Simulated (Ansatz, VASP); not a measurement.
**One calculation of AlN, two programs**

```xyz
6
Lattice="2.8785 0.0000 0.0000 -1.4392 2.4928 0.0000 0.0000 0.0000 7.0496" Properties=species:S:1:pos:R:3 pbc="T T T"
Al    1.9190    0.0000    2.3499
Al   -0.9595    1.6619    4.6997
Al    0.4797    0.8309    0.0000
N     1.9190    0.0000    5.8747
N    -0.9595    1.6619    1.1749
N     0.4797    0.8309    3.5248
```

Alike in both runs: functional PBE; k mesh 6 × 6 × 4; occupations gaussian, width 0.1 eV; no spin polarisation.

Ansatz relaxed the structure, and its values are those at the end. VASP's run is a single point on that final structure, the one shown.

```csv
,VASP,Ansatz
version,VASP 6.6.1,Ansatz 0.2.0
potentials or method,"VASP PAW PBE potentials, release 64 (Al, N), cutoff 520 eV","scalar-relativistic, plane waves, PAW"
valence electrons in the cell,24,24
```

|  | VASP | Ansatz | Ansatz less VASP |
| --- | --- | --- | --- |
| gap on the k mesh at the Fermi level (eV) | 4.41 | 4.43 | +0.022 |
| least direct gap on the mesh (eV) | 5.39 | 5.38 | -0.010 |
| pressure (GPa) | -0.3 | 0.0 | +0.27 |

The k mesh is coarse, so the values compare programs but aren't converged.
